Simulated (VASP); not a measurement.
# SiC (Fm-3m) in VASP: notebook

The runs below take SiC through single point, with PBE.

Everything below comes from runs of VASP 6.6.1. Logs are shortened: lines on timing, memory, paths and dates and some standing lists are left out, and cuts for length are marked.

## (1) The cell of the first run

It takes space group Fm-3m (No. 225, cubic). Conventional cell: a = 3.568 Å, b = 3.568 Å, c = 3.568 Å, α = 90.00°, β = 90.00°, γ = 90.00°. Within 2.4 Å of C (site symmetry m-3m) lie 6 Si at 1.78 Å. Si (site symmetry m-3m) has 6 C at 1.78 Å within 2.4 Å.

## (2) Single point, PBE (volume scaled by 0.680)

INCAR

```
  PREC = Accurate
  ENCUT = 520
  EDIFF = 1E-6
  ISMEAR = 0
  SIGMA = 0.05
  LREAL = False
  LASPH = True
  NELM = 100
  ALGO = Normal
  ISIF = 2
  LWAVE = False
  LCHARG = False
  GGA = PE
  NBANDS = 11
```

KPOINTS

```
Automatic mesh
0
Gamma
  20 20 20
```

POSCAR

```
SiC
1.0
    0.0000000000      1.7838245190      1.7838245190
    1.7838245190      0.0000000000      1.7838245190
    1.7838245190      1.7838245190      0.0000000000
C Si
1 1
Direct
    0.0000000000      0.0000000000      0.0000000000
    0.5000000000      0.5000000000      0.5000000000
```

Potentials or basis: VASP PAW PBE potentials, release 64 (C, Si).

Run with:

```console
> cat potpaw_PBE.64/C/POTCAR potpaw_PBE.64/Si/POTCAR > POTCAR
> mpirun -np 1 vasp_std > vasp.out
```

OUTCAR:

```text
PREC = Accurate
   ENCUT = 520
   EDIFF = 1E-6
   ISMEAR = 0
   LREAL = False
   LASPH = True
   NELM = 100
   ISIF = 2
   GGA = PE

 ion  position               nearest neighbor table
   1  0.000  0.000  0.000-   2 1.78   2 1.78   2 1.78   2 1.78   2 1.78   2 1.78
   2  0.500  0.500  0.500-   1 1.78   1 1.78   1 1.78   1 1.78   1 1.78   1 1.78

  LATTYP: Found a face centered cubic cell.
 ALAT       =     3.5676490380

  Lattice vectors:

 A1 = (   0.0000000000,   1.7838245190,   1.7838245190)
 A2 = (   1.7838245190,   0.0000000000,   1.7838245190)
 A3 = (   1.7838245190,   1.7838245190,   0.0000000000)

Analysis of symmetry for initial positions (statically):
=====================================================================
 Subroutine PRICEL returns:
 Original cell was already a primitive cell.

 Routine SETGRP: Setting up the symmetry group for a
 face centered cubic supercell.

 Subroutine GETGRP returns: Found 48 space group operations
 (whereof 48 operations were pure point group operations)
 out of a pool of 48 trial point group operations.

The static configuration has the point symmetry O_h .

Analysis of symmetry for dynamics (positions and initial velocities):
=====================================================================
 Subroutine PRICEL returns:
 Original cell was already a primitive cell.

 Routine SETGRP: Setting up the symmetry group for a
 face centered cubic supercell.

 Subroutine GETGRP returns: Found 48 space group operations
 (whereof 48 operations were pure point group operations)
 out of a pool of 48 trial point group operations.

The dynamic configuration has the point symmetry O_h .

 Subroutine INISYM returns: Found 48 space group operations
 (whereof 48 operations are pure point group operations),
 and found     1 'primitive' translations

----------------------------------------------------------------------------------------

                                     Primitive cell

  volume of cell :      11.3524

  direct lattice vectors                    reciprocal lattice vectors
     0.000000000  1.783824519  1.783824519    -0.280296629  0.280296629  0.280296629
     1.783824519  0.000000000  1.783824519     0.280296629 -0.280296629  0.280296629
     1.783824519  1.783824519  0.000000000     0.280296629  0.280296629 -0.280296629

  length of vectors
     2.522708828  2.522708828  2.522708828     0.485488003  0.485488003  0.485488003

  position of ions in fractional coordinates (direct lattice)
     0.000000000  0.000000000  0.000000000
     0.500000000  0.500000000  0.500000000

  ion indices of the primitive-cell ions
   primitive index   ion index
                 1           1
                 2           2

----------------------------------------------------------------------------------------

 KPOINTS: Automatic mesh

Automatic generation of k-mesh.
 Grid dimensions read from file:
 generate k-points for:   20   20   20

 Generating k-lattice:

  Cartesian coordinates                     Fractional coordinates (reciprocal lattice)
    -0.014014831  0.014014831  0.014014831     0.050000000  0.000000000  0.000000000
     0.014014831 -0.014014831  0.014014831     0.000000000  0.050000000  0.000000000
     0.014014831  0.014014831 -0.014014831     0.000000000  0.000000000  0.050000000

  Length of vectors
     0.024274400  0.024274400  0.024274400

  Shift w.r.t. Gamma in fractional coordinates (k-lattice)
     0.000000000  0.000000000  0.000000000

 Subroutine IBZKPT returns following result:
 ===========================================

 Found    256 irreducible k-points:

 Following reciprocal coordinates:
            Coordinates               Weight
  0.000000  0.000000  0.000000      1.000000
  0.050000  0.000000  0.000000      8.000000
  0.100000  0.000000  0.000000      8.000000
  0.150000  0.000000  0.000000      8.000000
  0.200000  0.000000  0.000000      8.000000
  0.250000  0.000000  0.000000      8.000000
[... 16 lines left out ...]
 -0.400000  0.050000  0.000000     24.000000
 -0.350000  0.050000  0.000000     24.000000
 [... further k-points ...]
   k-points           NKPTS =    256   k-points in BZ     NKDIM =    256   number of bands    NBANDS=     11
   number of dos      NEDOS =    301   number of ions     NIONS =      2
   total plane-waves  NPLWV =   8000
   dimension x,y,z NGX =    20 NGY =   20 NGZ =   20
   dimension x,y,z NGXF=    40 NGYF=   40 NGZF=   40
   ions per type =               1   1
   NGX,Y,Z   is equivalent  to a cutoff of  13.18, 13.18, 13.18 a.u.
   NGXF,Y,Z  is equivalent  to a cutoff of  26.36, 26.36, 26.36 a.u.
 SYSTEM =  unknown system
   PREC   = accura    normal or accurate (medium, high low for compatibility)
   ISTART =      0    job   : 0-new  1-cont  2-samecut
   ICHARG =      2    charge: 1-file 2-atom 10-const
   ISPIN  =      1    spin polarized calculation?
   LNONCOLLINEAR =      F non collinear calculations
   LSORBIT =      F    spin-orbit coupling
   LASPH  =      T    aspherical Exc in radial PAW
   ENCUT  =  520.0 eV  38.22 Ry    6.18 a.u.   4.69  4.69  4.69*2*pi/ulx,y,z
   NELM   =    100;   NELMIN=  2; NELMDL= -5     # of ELM steps
   EDIFF  = 0.1E-05   stopping-criterion for ELM
   LREAL  =      F    real-space projection
   EDIFFG = 0.1E-04   stopping-criterion for IOM
   NSW    =      0    number of steps for IOM
   IBRION =     -1    ionic relax: 0-MD 1-quasi-New 2-CG
   NFREE  =      0    steps in history (QN), initial steepest desc. (CG)
   ISIF   =      2    stress and relaxation
   ISYM   =      2    0-nonsym 1-usesym 2-fastsym
   POTIM  = 0.5000    time-step for ionic-motion
   TEBEG  =    0.0;   TEEND  =   0.0 temperature during run
   PSTRESS=    0.0 pullay stress
   NELECT =       8.0000    total number of electrons
   NUPDOWN=      -1.0000    fix difference up-down
   EMIN   =  10.00;   EMAX   =-10.00  energy-range for DOS
   EFERMI =   0.00;   METHOD = LEGACY
   ISMEAR =     0;   SIGMA  =   0.05  broadening in eV -4-tet -1-fermi 0-gaus
   EFERMI_NEDOS =   21; number of points for ismear=-14 and -15
   IALGO  =     38    algorithm
   IMIX   =      4    mixing-type and parameters
     AMIX     =   0.40;   BMIX     =  1.00
     AMIX_MAG =   1.60;   BMIX_MAG =  1.00
  volume/ion in A,a.u.               =       5.68        38.30
  Fermi-wavevector in a.u.,A,eV,Ry     =   1.456832  2.753013 28.876440  2.122358
  Thomas-Fermi vector in A             =   2.573704
   LORBIT       =      0    0 simple, 1 ext, 2 COOP (PROOUT), +10 PAW based schemes
   GGA     = PE    functional components
   LHFCALC =     F    Hartree Fock is set to
   AEXX    =    0.0000 exact exchange contribution
   IVDW    =     0    specifies the selected vdW correction
   LEPSILON=     F    determine dielectric tensor
   LRPA    =     F    only Hartree local field effects (RPA)
 non-spin polarized calculation
 Gauss-broadening in eV      SIGMA  =   0.05
  energy-cutoff  :      520.00
  volume of cell :       11.35
 maximum number of plane-waves:       331
   NGX =  9   NGY =  9   NGZ =  9

 number of electron       7.9999999 magnetization

 Free energy of the ion-electron system (eV)
  ---------------------------------------------------
  ext. energy  EPLUGINS =         0.00000000
  ---------------------------------------------------
  free energy    TOTEN  =       -10.99243725 eV

  energy without entropy =      -10.99243725  energy(sigma->0) =      -10.99243725

 E-fermi :  19.3764     XC(G=0): -14.4985

 val. band max:       19.1532436568   @ k =   0.0000   0.0000   0.0000
 cond. band min:      19.6016068576   @ k =   0.5000   0.5000   0.0000
 fundamental gap:      0.4483632008
 Fermi energy:        19.3763540416

 k-point     1 :       0.0000    0.0000    0.0000
  band No.  band energies     occupation
      1      -4.2974      2.00000
      2      19.1532      2.00000
      3      19.1532      2.00000
      4      19.1532      2.00000
      5      28.1193      0.00000
      6      28.1193      0.00000
      7      28.1193      0.00000
      8      34.7034      0.00000
      9      34.9869      0.00000
     10      34.9869      0.00000
     11      35.4561      0.00000

 k-point     2 :       0.0500    0.0000    0.0000
  band No.  band energies     occupation
      1      -4.2196      2.00000
      2      18.7085      2.00000
      3      19.0647      2.00000
      4      19.0647      2.00000
      5      28.0333      0.00000
      6      28.2961      0.00000
      7      28.2961      0.00000
      8      34.2201      0.00000
      9      34.2201      0.00000
     10      34.8006      0.00000
     11      36.0716      0.00000

 k-point     3 :       0.1000    0.0000    0.0000
  band No.  band energies     occupation
      1      -3.9864      2.00000
      2      17.5201      2.00000
      3      18.8243      2.00000
      4      18.8243      2.00000
      5      27.8585      0.00000
      6      28.7591      0.00000
      7      28.7591      0.00000
      8      33.0527      0.00000
      9      33.0527      0.00000
     10      35.0843      0.00000
     11      36.9096      0.00000

 k-point     4 :       0.1500    0.0000    0.0000
  band No.  band energies     occupation
      1      -3.5990      2.00000
      2      15.8778      2.00000
      3      18.4899      2.00000
      4      18.4899      2.00000
      5      27.6965      0.00000
      6      29.2303      0.00000
      7      29.2303      0.00000
      8      32.2628      0.00000
      9      32.2628      0.00000
     10      35.5040      0.00000
     11      36.5680      0.00000
[... 239 lines left out ...]
 k-point    22 :      -0.4500    0.0500    0.0000
  band No.  band energies     occupation
      1       2.1655      2.00000
      2       4.6834      2.00000
      3      16.4042      2.00000
      4      16.8060      2.00000
      5      26.3374      0.00000
      6      26.6726      0.00000
      7      27.8560      0.00000
      8      33.7438      0.00000
      9      39.0385      0.00000
     10      39.8094      0.00000
     11      40.5867      0.00000

 k-point    23 :      -0.4000    0.0500    0.0000
  band No.  band energies     occupation
      1       1.0002      2.00000
      2       6.1448      2.00000
      3      16.3906      2.00000
      4      17.0100      2.00000
      5      26.6723      0.00000
      6      26.7469      0.00000
      7      27.8102      0.00000
      8      33.9786      0.00000
      9      38.1639      0.00000
     10      38.4872      0.00000
     11      40.1388      0.00000

 k-point    24 :      -0.3500    0.0500    0.0000
  band No.  band energies     occupation
      1      -0.1366      2.00000
      2       7.8261      2.00000
      3      16.4654      2.00000
      4      17.2833      2.00000
      5      26.9978      0.00000
      6      27.1631      0.00000
      7      27.7543      0.00000
      8      34.3765      0.00000
      9      36.3394      0.00000
     10      37.4389      0.00000
     11      39.2886      0.00000

 [... further k-points ...]
[... 5 lines left out ...]
  --------------------------------------------------------------------------------------
  -------------------------------------------------------------------------------------
  Total       15.2395263     15.2395263     15.2395263     -0.0000000     -0.0000000      0.0000000
  in kB     2150.7784050   2150.7784050   2150.7784050     -0.0000000     -0.0000000      0.0000000
  external PRESSURE =    2150.7784050 kB  Pullay stress =       0.0000000 kB

 VOLUME and BASIS-vectors are now :
 -----------------------------------------------------------------------------
  energy-cutoff  :      520.00
  volume of cell :       11.35
      direct lattice vectors                 reciprocal lattice vectors
     0.000000000  1.783824519  1.783824519    -0.280296629  0.280296629  0.280296629
     1.783824519  0.000000000  1.783824519     0.280296629 -0.280296629  0.280296629
     1.783824519  1.783824519  0.000000000     0.280296629  0.280296629 -0.280296629

 POSITION                                       TOTAL-FORCE (eV/Angst)
 -----------------------------------------------------------------------------------
      0.00000      0.00000      0.00000        -0.000000      0.000000     -0.000000
      1.78382      1.78382      1.78382         0.000000      0.000000      0.000000
 -----------------------------------------------------------------------------------
    total drift:                               -0.000000     -0.000000     -0.000000

  FREE ENERGIE OF THE ION-ELECTRON SYSTEM (eV)
  ---------------------------------------------------
  free  energy   TOTEN  =       -10.9924372471 eV

  energy  without entropy=      -10.9924372471  energy(sigma->0) =      -10.99243725
```

Run time: 26 s. Hardware: 1 thread of Intel Xeon 6975P-C, shared host; peak memory 0.15 GiB.

What came out:

```
Free energy            : -10.9924 eV
Pressure               : 215.1 GPa
Band gap on the k mesh : 0.45 eV, indirect (least direct gap 6.44 eV)
```

 A k mesh can miss the band edges.

## (3) Single point, PBE (volume scaled by 0.720)

INCAR

```
SYSTEM = SiC
PREC = Accurate
ENCUT = 520
EDIFF = 1E-7
ISMEAR = 0
SIGMA = 0.05
LREAL = .FALSE.
LASPH = .TRUE.
NELM = 80
ALGO = Normal
ISIF = 2
LWAVE = .FALSE.
LCHARG = .FALSE.
GGA = PE
NBANDS = 11
```

KPOINTS

```
regular mesh
0
G
  20 20 20
  0 0 0
```

POSCAR

```
SiC
1.0
    0.0000000000      1.8181372176      1.8181372176
    1.8181372176      0.0000000000      1.8181372176
    1.8181372176      1.8181372176      0.0000000000
C Si
1 1
Direct
    0.0000000000      0.0000000000      0.0000000000
    0.5000000000      0.5000000000      0.5000000000
```

Potentials or basis: VASP PAW PBE potentials, release 64 (C, Si).

Run with:

```console
> cat potpaw_PBE.64/C/POTCAR potpaw_PBE.64/Si/POTCAR > POTCAR
> mpirun -np 1 vasp_std > vasp.out
```

It took 20 s on 1 thread of Intel Xeon 6975P-C, shared host; peak memory 0.14 GiB.

It converged, with:

```
Free energy            : -11.7782 eV
Pressure               : 163.6 GPa
Band gap on the k mesh : 0.81 eV, indirect (least direct gap 6.53 eV)
```

Levels at points of the mesh, in eV from the valence-band top:
| k point | band 1 | band 2 | band 3 | band 4 | band 5 | band 6 | band 7 | band 8 |
| --- | --- | --- | --- | --- | --- | --- | --- | --- |
| (0.00, 0.00, 0.00) | -22.63 | 0.00 | 0.00 | 0.00 | 8.98 | 8.98 | 8.98 | 14.16 |
| (0.50, 0.00, 0.00) | -16.06 | -14.45 | -2.09 | -2.09 | 6.97 | 6.97 | 8.05 | 13.38 |
| (0.50, 0.50, 0.00) | -13.33 | -13.06 | -5.72 | -5.72 | 0.81 | 1.59 | 19.79 | 20.16 |

[end of part 1 of 2]
